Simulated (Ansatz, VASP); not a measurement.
## HfB2 in VASP and in Ansatz

```xyz
3
Lattice="3.1400 0.0000 0.0000 -1.5700 2.7193 0.0000 0.0000 0.0000 3.4800" Properties=species:S:1:pos:R:3 pbc="T T T"
Hf    0.0000    0.0000    0.0000
B     0.0000    1.8129    1.7400
B     1.5700    0.9064    1.7400
```

Alike in both runs: task relaxation of cell and atoms; functional r2SCAN; dispersion D4; k mesh 12 × 12 × 10; no spin polarisation.

|  | VASP | Ansatz |
| --- | --- | --- |
| version | VASP 6.6.1 | Ansatz 0.2.0 |
| potentials or method | VASP PAW PBE potentials, release 64 (Hf_pv, B) | plane waves, PAW |
| plane-wave cutoff (eV) | 600 | 500 |
| occupations | fermi-dirac, width 0.1 eV | fermi-dirac |
| valence electrons in the cell | 16 | 32 |

VASP gave:

```
relaxed volume (Å³/atom)                                     : 9.78
relaxed cell length with the largest relative difference (Å) : 3.128
```

Problem. Which values does Ansatz return?

Solution. Relaxed volume (Å³/atom): 9.80; relaxed cell length with the largest relative difference (Å): 3.130.

VASP's potentials were made for PBE, not for r2SCAN. VASP's potentials hold 16 valence electrons a cell and Ansatz's 32, so a difference there can come from the potentials and not from the codes.

Neither program's run includes spin-orbit coupling.
